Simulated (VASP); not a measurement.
The system is SiC.

```
Si C
1.0
     3.07756    0.00000    0.00000
    -1.53878    2.66524    0.00000
     0.00000    0.00000   10.07672
Si C
4 4
Direct
  0.00000 0.00000 0.99986
  0.33333 0.66667 0.24991
  0.00000 0.00000 0.49986
  0.66667 0.33333 0.74991
  0.00000 0.00000 0.18728
  0.33333 0.66667 0.43795
  0.00000 0.00000 0.68728
  0.66667 0.33333 0.93795
```

Base run:

* Program: VASP 6.6.1
* Functional: r2SCAN
* Potentials or basis: VASP PAW PBE potentials, release 64 (Si, C)
* Cutoff: 520 eV
* k mesh: 12 × 12 × 4
* Occupations: gaussian, width 0.01 eV
* Spin: no spin polarisation

Its results: band gap on the k mesh 2.61 eV (least direct gap 3.79 eV); pressure -0.2 GPa.

Task: The run is repeated on the same cell with these changes: k mesh from 12 × 12 × 4 to 9 × 9 × 2. What comes out?

Result: Band gap on the k mesh 2.73 eV (least direct gap 3.87 eV); pressure -0.2 GPa.

Caveats: the PAW data sets were made with another functional, which shifts forces and pressure a little.

A k mesh can miss the band edges.
